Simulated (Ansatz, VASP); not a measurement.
**One calculation of KF, two programs**

```
K F
1.0
     0.00000    2.67185    2.67185
     2.67185    0.00000    2.67185
     2.67185    2.67185    0.00000
K F
1 1
Direct
  0.00000 0.00000 0.00000
  0.50000 0.50000 0.50000
```

Alike in both runs: task single point; functional LDA; k mesh 9 × 9 × 9; occupations gaussian, width 0.05 eV; no spin polarisation.

|  | VASP | Ansatz |
| --- | --- | --- |
| version | VASP 6.6.1 | Ansatz 0.2.0 |
| potentials or method | VASP PAW LDA potentials, release 64 (K_sv, F) | Ansatz PAW |
| plane-wave cutoff (eV) | 520 | 420 |
| valence electrons in the cell | 16 | 16 |

VASP gave:

* gap on the k mesh at the Fermi level (eV): 5.79
* least direct gap on the mesh (eV): 5.79
* pressure (GPa): -3.4

Which values does Ansatz return?

gap on the k mesh at the Fermi level (eV): 5.81; least direct gap on the mesh (eV): 5.81; pressure (GPa): -3.5.

LDA's correlation is that of Perdew and Zunger in VASP and of Perdew and Wang (1992) in Ansatz.

Noted on Ansatz's run: odd divisions of the mesh miss points on the zone boundary, where band edges often lie, so the gap on the mesh can be too wide.
